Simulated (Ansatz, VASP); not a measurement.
## One calculation of Hf2Pd2Se2Br2O3, two programs

File INCAR:

```
PREC = Accurate
ENCUT = 520
EDIFF = 1E-6
ISMEAR = -1
SIGMA = 0.05
LREAL = F
LASPH = T
NELM = 100
ALGO = Normal
ISIF = 2
LWAVE = F
LCHARG = F
GGA = PS
NBANDS = 53
```

Contents of KPOINTS:

```
regular mesh
0
Gamma
  6 6 2
```

The input POSCAR:

```
Hf2Pd2Se2Br2O3
1.0
    7.5866600000     -1.7097100000     -1.1757600000
    7.5866600000      1.7097100000     -1.1757600000
   -2.0244600000      0.0000000000     13.0515500000
Hf Pd Se Br O
2 2 2 2 3
Direct
    0.9451400000      0.9451400000      0.0614400000
    0.6062800000      0.6062800000      0.2830900000
    0.1792000000      0.1792000000      0.5096400000
    0.3228600000      0.3228600000      0.7430700000
    0.9223200000      0.9223200000      0.8456600000
    0.7899100000      0.7899100000      0.5880000000
    0.5864500000      0.5864500000      0.0452000000
    0.2460400000      0.2460400000      0.2865100000
    0.5970100000      0.5970100000      0.4212700000
    0.3855400000      0.3855400000      0.0730200000
    0.0309400000      0.0309400000      0.2216900000
```

input.yaml

```yaml
crystal:
  lattice:
    - [7.58666, -1.70971, -1.17576]
    - [7.58666, 1.70971, -1.17576]
    - [-2.02446, 0.0, 13.05155]
  atoms:
    - { symbol: Hf, position: [0.94514, 0.94514, 0.06144] }
    - { symbol: Hf, position: [0.60628, 0.60628, 0.28309] }
    - { symbol: Pd, position: [0.1792, 0.1792, 0.50964] }
    - { symbol: Pd, position: [0.32286, 0.32286, 0.74307] }
    - { symbol: Se, position: [0.92232, 0.92232, 0.84566] }
    - { symbol: Se, position: [0.78991, 0.78991, 0.588] }
    - { symbol: Br, position: [0.58645, 0.58645, 0.0452] }
    - { symbol: Br, position: [0.24604, 0.24604, 0.28651] }
    - { symbol: O, position: [0.59701, 0.59701, 0.42127] }
    - { symbol: O, position: [0.38554, 0.38554, 0.07302] }
    - { symbol: O, position: [0.03094, 0.03094, 0.22169] }
kpoints:
  mp_grid: { grid: [6, 6, 2] }
  band_path:
    path:
      - [0.0, 0.0, 0.0]
      - [0.5, 0.5, -1.0]
      - [0.3682145576, 0.3682145576, -1.1708748028]
      - [0.5, 0.5, -0.5]
      - [0.7411549895, 0.2588450105, -0.5]
    npoints: 12
scf:
  occupations: { method: fermi_dirac, width: 0.05 }
hamiltonian:
  xc: pbesol
  pseudopotentials: { kind: all_electron, lapw: { basis_error: 0.002 } }
output:
  forces: true
  stress: true
  eigenvalues: true
```

Alike in both runs: functional PBEsol; k mesh 6 × 6 × 2; occupations fermi-dirac, width 0.05 eV; no spin polarisation.

```csv
,VASP,Ansatz
version,VASP 6.6.1,Ansatz 0.2.0
potentials or method,"VASP PAW PBE potentials, release 64 (Hf_pv, Pd, Se, Br, O), cutoff 520 eV","all-electron LAPW, scalar-relativistic"
task,single point,band structure
```

```csv
,VASP,Ansatz,Ansatz less VASP
gap on the k mesh at the Fermi level (eV),0.63,0.64,+0.016
least direct gap on the mesh (eV),0.64,0.65,+0.016
pressure (GPa),-2.8,-2.5,+0.32
"traceless stress, the component that is largest in VASP (GPa)",-0.90,-0.82,+0.079
rms of the force components (eV/Å),0.186,0.163,-0.0232
```

VASP's potentials were made for PBE, not for PBEsol. Atom by atom the forces differ by 0.042 eV/Å (rms over components). Ansatz ran all-electron here, and VASP with PAW potentials.

Spin-orbit coupling is off throughout.
